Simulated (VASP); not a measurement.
Here is a VASP 6.6.1 calculation.

File INCAR:

```
PREC = Accurate ; ENCUT = 520
EDIFF = 1E-7 ; ISMEAR = 0
SIGMA = 0.05 ; LREAL = F
LASPH = T ; NELM = 60
ALGO = Fast ; ISIF = 2
LWAVE = F ; LCHARG = F
GGA = PE ; NBANDS = 20
```

File KPOINTS:

```
Automatic mesh
0
Gamma
  10 10 10
```

POSCAR

```
BiAu
1.0
    0.0000000000      2.9296066994      2.9296066994
    2.9296066994      0.0000000000      2.9296066994
    2.9296066994      2.9296066994      0.0000000000
Au Bi
1 1
Direct
    0.5000000000      0.5000000000      0.5000000000
    0.0000000000      0.0000000000      0.0000000000
```

Potentials or basis: VASP PAW PBE potentials, release 64 (Au, Bi_d).

Command:

```sh
$ cat potpaw_PBE.64/Au/POTCAR potpaw_PBE.64/Bi_d/POTCAR > POTCAR
$ mpirun -np 1 vasp_std > vasp.out
```

Q: What does it give for the pressure?

A: 3.3 GPa.

Q: What does it give for the band gap on the k mesh?

A: Zero (band 13 reaches 10.92 eV, above the bottom of band 14 at 5.72 eV).

Caveat: spin-orbit coupling is left out, which moves the levels of the heavy elements.
